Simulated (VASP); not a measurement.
Input of a VASP 6.6.1 run:

File INCAR:

```
SYSTEM = Ge32H20CO
PREC = Accurate
ENCUT = 520
EDIFF = 1E-6
ISMEAR = 0
SIGMA = 0.03
LREAL = Auto
LASPH = .TRUE.
NELM = 80
ALGO = Normal
ISIF = 2
LWAVE = .FALSE.
LCHARG = .FALSE.
GGA = PE
IVDW = 12
NBANDS = 272
```

Contents of KPOINTS:

```
Automatic mesh
0
G
  1 1 1
  0 0 0
```

Contents of POSCAR:

```
Ge32H20CO
1.0
    8.0016200000      8.0016200000      0.0000000000
   -8.0016200000      8.0016200000      0.0000000000
    0.0000000000      0.0000000000     20.9129000000
Ge H O C
32 20 1 1
Direct
   -0.3100720000      0.3151954200      0.3421816900
   -0.1836957900     -0.3127898300      0.3430699600
    0.0502332000     -0.0402337100      0.3654321500
    0.3219554300      0.1937474700      0.3424970500
   -0.0301035400     -0.4663418000      0.3840479600
    0.2006358800     -0.1994483700      0.3470077200
    0.4708464900      0.0357934200      0.3827257700
    0.5389252000     -0.5286406500      0.3830522200
   -0.1178923300      0.3868517800      0.3039627400
   -0.1169792400     -0.1204998800      0.3025810500
    0.1319640300      0.1216198400      0.2992218900
    0.3897033400      0.3864676200      0.3044307100
    0.1137599600     -0.3799517600      0.3030634500
    0.3836706000     -0.1131358000      0.3040472300
    0.6153395200      0.1241842600      0.3027580600
    0.6257705700     -0.3841494200      0.3021710100
    0.0000000400      0.2510688000      0.2347317200
    0.0002167600     -0.2518642900      0.2295624200
    0.2545176200     -0.0034097400      0.2288083500
    0.4989066300      0.2500484100      0.2288587300
    0.2492851100     -0.4994258000      0.2353728900
    0.5014511500     -0.2498061700      0.2355399100
    0.7486047800      0.0019019000      0.2348794900
    0.7518538800     -0.5018712300      0.2285718700
   -0.1250000000      0.1250000000      0.1644630000
   -0.1250000000     -0.3750000000      0.1644630000
    0.1250000000     -0.1250000000      0.1644630000
    0.3750000000      0.1250000000      0.1644630000
    0.1250000000     -0.6250000000      0.1644630000
    0.3750000000     -0.3750000000      0.1644630000
    0.6250000000     -0.1250000000      0.1644630000
    0.6250000000     -0.6250000000      0.1644630000
   -0.0489780000      0.0489780000      0.1195430000
   -0.2010220000      0.2010220000      0.1195430000
   -0.0489780000     -0.4510220000      0.1195430000
   -0.2010220000     -0.2989780000      0.1195430000
    0.2010220000     -0.2010220000      0.1195430000
    0.0489780000     -0.0489780000      0.1195430000
    0.4510220000      0.0489780000      0.1195430000
    0.2989780000      0.2010220000      0.1195430000
    0.2010220000     -0.7010220000      0.1195430000
    0.0489780000     -0.5489780000      0.1195430000
    0.4510220000     -0.4510220000      0.1195430000
    0.2989780000     -0.2989780000      0.1195430000
    0.7010220000     -0.2010220000      0.1195430000
    0.5489780000     -0.0489780000      0.1195430000
    0.7010220000     -0.7010220000      0.1195430000
    0.5489780000     -0.5489780000      0.1195430000
    0.1089292100     -0.1039587600      0.4356569600
    0.3445132000     -0.1227939800      0.4707746000
    0.3370454600     -0.2803713800      0.4773965400
    0.2548744100     -0.1897978200      0.5316661700
    0.1853873600     -0.2023480500      0.4408856600
    0.2862004500     -0.1979458100      0.4821444800
```

Potentials or basis: VASP PAW PBE potentials, release 64 (Ge_d, H, O, C).

Run with:

```sh
$ cat potpaw_PBE.64/Ge_d/POTCAR potpaw_PBE.64/H/POTCAR potpaw_PBE.64/O/POTCAR potpaw_PBE.64/C/POTCAR > POTCAR
$ mpirun -np 1 vasp_gam > vasp.out
```

(1) What does it give for the largest force?

(2) Predict the dispersion energy per atom.

Results:

(1) 0.622 eV/Å.

(2) -0.132 eV.

Caveat: the k points lie up to 0.56 Å⁻¹ apart; there is no dipole correction, which matters where the two faces differ.
